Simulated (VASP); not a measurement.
# InSe2 (P4mm) in VASP: a series of runs

The runs below take InSe2 through single point, with PBE.

Program: VASP 6.6.1. These are calculated values, not measurements. Logs are shortened: lines on timing, memory, paths and dates and some standing lists are left out, and cuts for length are marked.

## 1. The cell of the first run

Symmetry: P4mm, No. 99, tetragonal system. Conventional cell: a = 3.887 Å, b = 3.887 Å, c = 12.733 Å, α = 90.00°, β = 90.00°, γ = 90.00°. In (site symmetry 4mm) has 9 Se at 2.83 to 3.48 Å within 3.7 Å. In (site symmetry 4mm) has 5 Se at 2.83 to 3.29 Å within 3.7 Å. Within 3.7 Å of Se (site symmetry 4mm) lie 5 In at 2.83 to 3.29 Å. Se (site symmetry 4mm) has 5 In at 2.83 to 3.29 Å within 3.7 Å. Within 3.6 Å of Se (site symmetry 2mm) lie 4 Se at 2.75 Å and 2 In at 3.48 Å.

## 2. Single point, PBE

INCAR

```
  PREC = Accurate
  ENCUT = 520
  EDIFF = 1E-6
  ISMEAR = 0
  SIGMA = 0.15
  LREAL = F
  LASPH = T
  NELM = 80
  ALGO = Normal
  ISIF = 2
  LWAVE = F
  LCHARG = T
  GGA = PE
  LELF = T
  LVHAR = T
  NBANDS = 34
```

KPOINTS

```
regular mesh
0
Gamma
  12 12 5
```

POSCAR

```
InSe2
1.0
   -3.8873932860      0.0000000000      0.0000000000
    0.0000000000     -3.8873932860      0.0000000000
    0.0000000000      0.0000000000     12.7325349326
In Se
2 4
Direct
    0.0000000000      0.5000000000      0.4245270445
    0.5000000000      0.0000000000      0.1132929273
    0.0000000000      0.5000000000      0.1663204117
    0.5000000000      0.0000000000      0.3714995601
    1.0000000000      0.0000000000      0.6511015520
    0.5000000000      0.5000000000      0.6511015520
```

Potentials or basis: VASP PAW PBE potentials, release 64 (In_d, Se).

Command:

```sh
$ cat potpaw_PBE.64/In_d/POTCAR potpaw_PBE.64/Se/POTCAR > POTCAR
$ mpirun -np 1 vasp_std > vasp.out
```

OUTCAR:

```text
PREC = Accurate
   ENCUT = 520
   EDIFF = 1E-6
   ISMEAR = 0
   LREAL = F
   LASPH = T
   NELM = 80
   ISIF = 2
   GGA = PE

 ion  position               nearest neighbor table
   1  0.000  0.500  0.425-   4 2.83   4 2.83   4 2.83   4 2.83   3 3.29
   2  0.500  0.000  0.113-   3 2.83   3 2.83   3 2.83   3 2.83   4 3.29
   3  0.000  0.500  0.166-   2 2.83   2 2.83   2 2.83   2 2.83   1 3.29
   4  0.500  0.000  0.371-   1 2.83   1 2.83   1 2.83   1 2.83   2 3.29
   5  0.000  0.000  0.651-   6 2.75   6 2.75   6 2.75   6 2.75
   6  0.500  0.500  0.651-   5 2.75   5 2.75   5 2.75   5 2.75

  LATTYP: Found a simple tetragonal cell.
 ALAT       =     3.8873932860
 C/A-ratio  =     3.2753400533

  Lattice vectors:

 A1 = (  -3.8873932860,   0.0000000000,   0.0000000000)
 A2 = (   0.0000000000,  -3.8873932860,   0.0000000000)
 A3 = (   0.0000000000,   0.0000000000,  12.7325349326)

Analysis of symmetry for initial positions (statically):
=====================================================================
 Subroutine PRICEL returns:
 Original cell was already a primitive cell.

 Routine SETGRP: Setting up the symmetry group for a
 simple tetragonal supercell.

 Subroutine GETGRP returns: Found  8 space group operations
 (whereof  4 operations were pure point group operations)
 out of a pool of 16 trial point group operations.

The static configuration has the point symmetry C_2v.
 The point group associated with its full space group is C_4v.

Analysis of symmetry for dynamics (positions and initial velocities):
=====================================================================
 Subroutine PRICEL returns:
 Original cell was already a primitive cell.

 Routine SETGRP: Setting up the symmetry group for a
 simple tetragonal supercell.

 Subroutine GETGRP returns: Found  8 space group operations
 (whereof  4 operations were pure point group operations)
 out of a pool of 16 trial point group operations.

The dynamic configuration has the point symmetry C_2v.
 The point group associated with its full space group is C_4v.

 Subroutine INISYM returns: Found  8 space group operations
 (whereof  4 operations are pure point group operations),
 and found     1 'primitive' translations

----------------------------------------------------------------------------------------

                                     Primitive cell

  volume of cell :     192.4119

  direct lattice vectors                    reciprocal lattice vectors
    -3.887393286  0.000000000  0.000000000    -0.257241788  0.000000000  0.000000000
     0.000000000 -3.887393286  0.000000000     0.000000000 -0.257241788  0.000000000
     0.000000000  0.000000000 12.732534933     0.000000000  0.000000000  0.078538956

  length of vectors
     3.887393286  3.887393286 12.732534933     0.257241788  0.257241788  0.078538956

  position of ions in fractional coordinates (direct lattice)
     0.000000000  0.500000000  0.424527045
     0.500000000  0.000000000  0.113292927
     0.000000000  0.500000000  0.166320412
     0.500000000  0.000000000  0.371499560
     0.000000000  0.000000000  0.651101552
     0.500000000  0.500000000  0.651101552

  ion indices of the primitive-cell ions
   primitive index   ion index
                 1           1
                 2           2
                 3           3
                 4           4
                 5           5
                 6           6

----------------------------------------------------------------------------------------

 KPOINTS: regular mesh

Automatic generation of k-mesh.
 Grid dimensions read from file:
 generate k-points for:   12   12    5

 Generating k-lattice:

  Cartesian coordinates                     Fractional coordinates (reciprocal lattice)
    -0.021436816  0.000000000  0.000000000     0.083333333  0.000000000  0.000000000
     0.000000000 -0.021436816  0.000000000     0.000000000  0.083333333  0.000000000
     0.000000000  0.000000000  0.015707791     0.000000000  0.000000000  0.200000000

  Length of vectors
     0.021436816  0.021436816  0.015707791

  Shift w.r.t. Gamma in fractional coordinates (k-lattice)
     0.000000000  0.000000000  0.000000000

 Subroutine IBZKPT returns following result:
 ===========================================

 Found     84 irreducible k-points:

 Following reciprocal coordinates:
            Coordinates               Weight
  0.000000  0.000000  0.000000      1.000000
  0.083333  0.000000  0.000000      4.000000
  0.166667  0.000000  0.000000      4.000000
  0.250000  0.000000  0.000000      4.000000
  0.333333  0.000000  0.000000      4.000000
  0.416667  0.000000  0.000000      4.000000
[... 16 lines left out ...]
  0.333333  0.333333  0.000000      4.000000
  0.416667  0.333333  0.000000      8.000000
 [... further k-points ...]
   k-points           NKPTS =     84   k-points in BZ     NKDIM =     84   number of bands    NBANDS=     34
   number of dos      NEDOS =    301   number of ions     NIONS =      6
   total plane-waves  NPLWV =  86400
   dimension x,y,z NGX =    30 NGY =   30 NGZ =   96
   dimension x,y,z NGXF=    60 NGYF=   60 NGZF=  192
   ions per type =               2   4
   NGX,Y,Z   is equivalent  to a cutoff of  12.83, 12.83, 12.53 a.u.
   NGXF,Y,Z  is equivalent  to a cutoff of  25.66, 25.66, 25.07 a.u.
 SYSTEM =  unknown system
   PREC   = accura    normal or accurate (medium, high low for compatibility)
   ISTART =      0    job   : 0-new  1-cont  2-samecut
   ICHARG =      2    charge: 1-file 2-atom 10-const
   ISPIN  =      1    spin polarized calculation?
   LNONCOLLINEAR =      F non collinear calculations
   LSORBIT =      F    spin-orbit coupling
   LASPH  =      T    aspherical Exc in radial PAW
   ENCUT  =  520.0 eV  38.22 Ry    6.18 a.u.   7.23  7.23 23.67*2*pi/ulx,y,z
   NELM   =     80;   NELMIN=  2; NELMDL= -5     # of ELM steps
   EDIFF  = 0.1E-05   stopping-criterion for ELM
   LREAL  =      F    real-space projection
   EDIFFG = 0.1E-04   stopping-criterion for IOM
   NSW    =      0    number of steps for IOM
   IBRION =     -1    ionic relax: 0-MD 1-quasi-New 2-CG
   NFREE  =      0    steps in history (QN), initial steepest desc. (CG)
   ISIF   =      2    stress and relaxation
   ISYM   =      2    0-nonsym 1-usesym 2-fastsym
   POTIM  = 0.5000    time-step for ionic-motion
   TEBEG  =    0.0;   TEEND  =   0.0 temperature during run
   PSTRESS=    0.0 pullay stress
   NELECT =      50.0000    total number of electrons
   NUPDOWN=      -1.0000    fix difference up-down
   EMIN   =  10.00;   EMAX   =-10.00  energy-range for DOS
   EFERMI =   0.00;   METHOD = LEGACY
   ISMEAR =     0;   SIGMA  =   0.15  broadening in eV -4-tet -1-fermi 0-gaus
   EFERMI_NEDOS =   21; number of points for ismear=-14 and -15
   IALGO  =     38    algorithm
   IMIX   =      4    mixing-type and parameters
     AMIX     =   0.40;   BMIX     =  1.00
     AMIX_MAG =   1.60;   BMIX_MAG =  1.00
  volume/ion in A,a.u.               =      32.07       216.41
  Fermi-wavevector in a.u.,A,eV,Ry     =   1.044690  1.974178 14.849096  1.091378
  Thomas-Fermi vector in A             =   2.179454
   LORBIT       =      0    0 simple, 1 ext, 2 COOP (PROOUT), +10 PAW based schemes
   GGA     = PE    functional components
   LHFCALC =     F    Hartree Fock is set to
   AEXX    =    0.0000 exact exchange contribution
   IVDW    =     0    specifies the selected vdW correction
   LEPSILON=     F    determine dielectric tensor
   LRPA    =     F    only Hartree local field effects (RPA)
 non-spin polarized calculation
 Gauss-broadening in eV      SIGMA  =   0.15
  energy-cutoff  :      520.00
  volume of cell :      192.41
 maximum number of plane-waves:      5228
 NGX is ok and might be reduce to    30
   NGX = 15   NGY = 15   NGZ = 47

 number of electron      49.9999983 magnetization

 Free energy of the ion-electron system (eV)
  ---------------------------------------------------
  ext. energy  EPLUGINS =         0.00000000
  ---------------------------------------------------
  free energy    TOTEN  =       -19.92333872 eV

  energy without entropy =      -19.89851725  energy(sigma->0) =      -19.91092798

 E-fermi :   2.8318     XC(G=0):  -8.1345

 val. band max:        2.8202567624   @ k =   0.5000   0.0833   0.0000
 cond. band min:       2.8352285127   @ k =   0.2500   0.0833   0.0000
 fundamental gap:      0.0149717502
 Fermi energy:         2.8318018412

 k-point     1 :       0.0000    0.0000    0.0000
  band No.  band energies     occupation
      1     -12.0373      2.00000
      2     -12.0142      2.00000
      3     -11.8903      2.00000
      4     -11.7854      2.00000
      5     -11.7721      2.00000
      6     -11.7721      2.00000
[... 26 lines left out ...]
     33       8.7980      0.00000
     34       9.0933      0.00000

 k-point     2 :       0.0833    0.0000    0.0000
  band No.  band energies     occupation
      1     -12.0144      2.00000
      2     -11.9792      2.00000
      3     -11.8707      2.00000
      4     -11.7824      2.00000
      5     -11.7748      2.00000
      6     -11.7719      2.00000
[... 26 lines left out ...]
     33       8.5114      0.00000
     34       9.0109      0.00000

 k-point     3 :       0.1667    0.0000    0.0000
  band No.  band energies     occupation
      1     -11.9823      2.00000
      2     -11.8933      2.00000
      3     -11.7901      2.00000
      4     -11.7714      2.00000
      5     -11.7691      2.00000
      6     -11.7639      2.00000
[... 26 lines left out ...]
     33       8.2543      0.00000
     34       8.7937      0.00000
[... 704 lines left out ...]
 k-point    23 :       0.3333    0.3333    0.0000
  band No.  band energies     occupation
      1     -12.0453      2.00000
      2     -11.9628      2.00000
      3     -11.8045      2.00000
      4     -11.7959      2.00000
      5     -11.7926      2.00000
      6     -11.7245      2.00000
[... 26 lines left out ...]
     33       8.4645      0.00000
     34       8.6728      0.00000

 k-point    24 :       0.4167    0.3333    0.0000
  band No.  band energies     occupation
      1     -12.0821      2.00000
      2     -11.9988      2.00000
      3     -11.8038      2.00000
      4     -11.7989      2.00000
      5     -11.7908      2.00000
      6     -11.7210      2.00000
[... 26 lines left out ...]
     33       8.4646      0.00000
     34       8.6383      0.00000

 [... further k-points ...]
[... 5 lines left out ...]
  --------------------------------------------------------------------------------------
  -------------------------------------------------------------------------------------
  Total        0.0226999      0.0226999     -0.9605773      0.0000000      0.0000000      0.0000000
  in kB        0.1890182      0.1890182     -7.9985460      0.0000000      0.0000000      0.0000000
  external PRESSURE =      -2.5401699 kB  Pullay stress =       0.0000000 kB

 VOLUME and BASIS-vectors are now :
 -----------------------------------------------------------------------------
  energy-cutoff  :      520.00
  volume of cell :      192.41
      direct lattice vectors                 reciprocal lattice vectors
    -3.887393286  0.000000000  0.000000000    -0.257241788  0.000000000  0.000000000
     0.000000000 -3.887393286  0.000000000     0.000000000 -0.257241788  0.000000000
     0.000000000  0.000000000 12.732534933     0.000000000  0.000000000  0.078538956

 POSITION                                       TOTAL-FORCE (eV/Angst)
 -----------------------------------------------------------------------------------
      0.00000     -1.94370      5.40531         0.000000      0.000000      0.303799
     -1.94370      0.00000      1.44251         0.000000      0.000000      0.580835
      0.00000     -1.94370      2.11768         0.000000      0.000000     -0.567840
     -1.94370      0.00000      4.73013         0.000000      0.000000     -0.195083
      0.00000      0.00000      8.29017         0.000000      0.000000     -0.060856
     -1.94370     -1.94370      8.29017         0.000000      0.000000     -0.060856
 -----------------------------------------------------------------------------------
    total drift:                               -0.000000     -0.000000      0.001031

  FREE ENERGIE OF THE ION-ELECTRON SYSTEM (eV)
  ---------------------------------------------------
  free  energy   TOTEN  =       -19.9233387170 eV

  energy  without entropy=      -19.8985172507  energy(sigma->0) =      -19.91092798
```

It took 4.6 min on 1 thread of Intel Xeon 6975P-C (Granite Rapids), shared host; peak memory 0.58 GiB.

Results:

* Free energy: -19.9233 eV
* Pressure: -0.3 GPa
* Largest force: 0.581 eV/Å
* Band gap on the k mesh: zero (band 25 reaches 3.29 eV, above the bottom of band 26 at 1.50 eV)

Forces on the atoms (eV/Å):
```
In   0.000  0.000  0.304
In   0.000  0.000  0.581
Se   0.000  0.000 -0.568
Se   0.000  0.000 -0.195
Se   0.000  0.000 -0.061
Se   0.000  0.000 -0.061
```

Stress tensor (GPa, compression positive):
```
 0.02  0.00  0.00
 0.00  0.02  0.00
 0.00  0.00 -0.80
```

Caveat: spin-orbit coupling is left out, which moves the levels of the heavy elements.

[end of part 1 of 2]
